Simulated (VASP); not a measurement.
Input of a VASP 6.6.1 run:

INCAR

```
SYSTEM = SiO2
PREC = Accurate
ENCUT = 600
EDIFF = 1E-8
ISMEAR = 0
SIGMA = 0.01
LREAL = .False.
LASPH = .True.
NELM = 100
ALGO = Normal
ISIF = 3
LWAVE = .False.
LCHARG = .False.
GGA = PE
NBANDS = 25
IBRION = 6
NFREE = 2
POTIM = 0.015
NSW = 1
```

Contents of KPOINTS:

```
Automatic mesh
0
Gamma
  6 6 8
  0 0 0
```

Contents of POSCAR:

```
SiO2
1.0
    4.2361884946      0.0000000000      0.0000000000
    0.0000000000      4.2361884946      0.0000000000
    0.0000000000      0.0000000000      2.6904405519
Si O
2 4
Direct
    0.0000000000      0.0000000000      0.5000000000
    0.5000000000      0.5000000000      0.0000000000
    0.3069841186      0.3069841186      0.5000000000
    0.1930158814      0.8069841186      0.0000000000
    0.6930158814      0.6930158814      0.5000000000
    0.8069841186      0.1930158814      0.0000000000
```

Potentials or basis: VASP PAW PBE potentials, release 64 (Si, O).

Launch:

```console
$ cat potpaw_PBE.64/Si/POTCAR potpaw_PBE.64/O/POTCAR > POTCAR
$ mpirun -np 1 vasp_std > vasp.out
```

(1) What does it give for the Voigt bulk modulus?

(2) Estimate the highest phonon frequency at Γ, LO-TO splitting left out.

## Answers

(1) 276 GPa.

(2) 905 cm⁻¹.
